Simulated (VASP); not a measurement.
Ir:

```
CELL_PARAMETERS angstrom
0.00000 1.88971 1.88971
1.88971 0.00000 1.88971
1.88971 1.88971 0.00000
ATOMIC_POSITIONS crystal
Ir 0.00000 0.00000 0.00000
```

Base run:

```yaml
Program: VASP 6.6.1
Functional: r2SCAN
Potentials_or_basis: VASP PAW PBE potentials, release 64 (Ir)
Cutoff: 520 eV
k_mesh: 12 × 12 × 12
Occupations: fermi-dirac, width 0.05 eV
Spin: no spin polarisation
```

Its results: pressure 24.7 GPa.

**Question.** The run is repeated on the same cell with these changes: potentials or basis from VASP PAW PBE potentials, release 64 (Ir) to VASP PAW PBE potentials, release 64 (Ir_sv_GW); cutoff from 520 eV to 550 eV; further incar settings from ALGO = Normal; EDIFF = 1e-06; NBANDS = 10 to ALGO = Normal; EDIFF = 1e-06; NBANDS = 14; valence electrons from 9 to 17. What comes out?

**Answer.** Pressure 19.2 GPa.

Caveats: the PAW data sets were made with another functional, which shifts forces and pressure a little.
